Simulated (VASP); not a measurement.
A run of VASP 6.6.1 is set up as follows.

File INCAR:

```
SYSTEM = PbF2
  PREC = Accurate
  ENCUT = 520
  EDIFF = 1E-6
  ISMEAR = 0
  SIGMA = 0.01
  LREAL = .False.
  LASPH = .True.
  NELM = 80
  ALGO = Normal
  ISIF = 2
  LWAVE = .False.
  LCHARG = .True.
  GGA = PE
  LELF = .True.
  LVHAR = .True.
  NBANDS = 37
```

Contents of KPOINTS:

```
regular mesh
0
Gamma
  6 6 6
  0 0 0
```

The input POSCAR:

```
PbF2
1.0
   -2.3851549297      2.3851549297      6.5867665168
    2.3851549297     -2.3851549297      6.5867665168
    2.3851549297      2.3851549297     -6.5867665168
Pb F
2 4
Direct
    0.7500000000      0.2500000000      0.5000000000
    0.0000000000      0.0000000000      0.0000000000
    0.5548279960      0.0548279960      0.5000000000
    0.8048279960      0.8048279960      0.0000000000
    0.1951720040      0.1951720040      0.0000000000
    0.9451720040      0.4451720040      0.5000000000
```

Potentials or basis: VASP PAW PBE potentials, release 64 (Pb_d, F).

Launch:

```sh
$ cat potpaw_PBE.64/Pb_d/POTCAR potpaw_PBE.64/F/POTCAR > POTCAR
$ mpirun -np 1 vasp_std > vasp.out
```

Problem. What does it give for the pressure?

Solution. -1.5 GPa.

Problem. Estimate the band gap on the k mesh.

Solution. 4.16 eV (least direct gap 4.33 eV).

Problem. Predict the largest force.

Solution. 0.029 eV/Å.

Forces on the atoms (eV/Å):
```
Pb   0.000  0.000  0.000
Pb   0.000  0.000  0.000
F    0.000  0.000  0.029
F    0.000  0.000  0.029
F    0.000  0.000 -0.029
F    0.000  0.000 -0.029
```

Caveat: spin-orbit coupling is left out, which moves the levels of the heavy elements. A k mesh can miss the band edges.
